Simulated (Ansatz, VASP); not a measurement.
# HfO2: VASP beside Ansatz

The input POSCAR:

```
HfO2
1.0
    0.0000000000      2.5291609861      2.5291609861
    2.6619419379      0.0000000000      2.5291609861
    2.6619419379      2.5291609861      0.0000000000
Hf O
1 2
Direct
    0.0000000000      0.0000000000      0.0000000000
    0.2500000000      0.2500000000      0.2500000000
    0.7500000000      0.7500000000      0.7500000000
```

File INCAR.step1:

```
SYSTEM = HfO2
PREC     = Accurate       ! precision mode
ENCUT    = 520            ! plane-wave cutoff, eV
ISMEAR   = 0              ! smearing method
SIGMA    = 0.05           ! smearing width, eV
LREAL    = .False.        ! projectors in reciprocal space
LASPH    = .True.         ! aspherical terms in the spheres
NELM     = 100            ! most SCF steps
NBANDS   = 18             ! bands
GGA      = PE             ! functional
ALGO     = Normal         ! electronic algorithm
EDIFF    = 1E-4           ! SCF threshold, eV
LWAVE    = .True.         ! write WAVECAR
LCHARG   = .False.        ! write CHGCAR
```

Contents of INCAR.step2:

```
SYSTEM = HfO2
PREC     = Accurate       ! precision mode
ENCUT    = 520            ! plane-wave cutoff, eV
EDIFF    = 1E-6           ! SCF threshold, eV
ISMEAR   = 0              ! smearing method
SIGMA    = 0.05           ! smearing width, eV
LREAL    = .False.        ! projectors in reciprocal space
LASPH    = .True.         ! aspherical terms in the spheres
NELM     = 100            ! most SCF steps
ALGO     = Normal         ! electronic algorithm
ISIF     = 2              ! what is computed and relaxed
LWAVE    = .False.        ! write WAVECAR
LCHARG   = .False.        ! write CHGCAR
METAGGA  = R2SCAN         ! meta-GGA
LMIXTAU  = .True.       
NBANDS   = 18             ! bands
ISTART   = 1
```

KPOINTS

```
Automatic mesh
0
Gamma
  8 8 8
  0 0 0
```

Input for Ansatz:

```yaml
crystal:
  lattice:
    - [0.0, 2.5291609861, 2.5291609861]
    - [2.6619419379, 0.0, 2.5291609861]
    - [2.6619419379, 2.5291609861, 0.0]
  atoms:
    - { symbol: Hf, position: [0.0, 0.0, 0.0] }
    - { symbol: O, position: [0.25, 0.25, 0.25] }
    - { symbol: O, position: [0.75, 0.75, 0.75] }
basis:
  ecutwfc: 500
kpoints:
  mp_grid: { grid: [8, 8, 8] }
hamiltonian:
  xc: r2scan
scf:
  occupations: { method: gaussian, width: 0.05 }
output:
  forces: true
  stress: true
  eigenvalues: true
```

Change from the starting cell: strain +0.0525 x Voigt [1, 0, 0, 0, 0, 0], atoms carried along.

Alike in both runs: task single point; functional r2SCAN; k mesh 8 × 8 × 8; occupations gaussian, width 0.05 eV; no spin polarisation.

```csv
,VASP,Ansatz
version,VASP 6.6.1,Ansatz 0.2.0
potentials or method,"VASP PAW PBE potentials, release 64 (Hf_pv, O), cutoff 520 eV","scalar-relativistic, plane waves, PAW"
valence electrons in the cell,22,38
```

Ansatz gave:

- gap on the k mesh at the Fermi level (eV): 3.70
- least direct gap on the mesh (eV): 3.85
- pressure (GPa): -12.3
- traceless stress, the component that is largest in VASP (GPa): -15.90

Question: What did VASP give for the same quantities?

Answer: gap on the k mesh at the Fermi level (eV): 3.69; least direct gap on the mesh (eV): 3.84; pressure (GPa): -15.8; traceless stress, the component that is largest in VASP (GPa): -16.14.

VASP's potentials were made for PBE, not for r2SCAN. With one functional, cell and mesh, what is left measures potentials, basis and numerics. VASP's potentials hold 22 valence electrons a cell and Ansatz's 38, so a difference there can come from the potentials and not from the codes.

Spin-orbit coupling is off throughout.
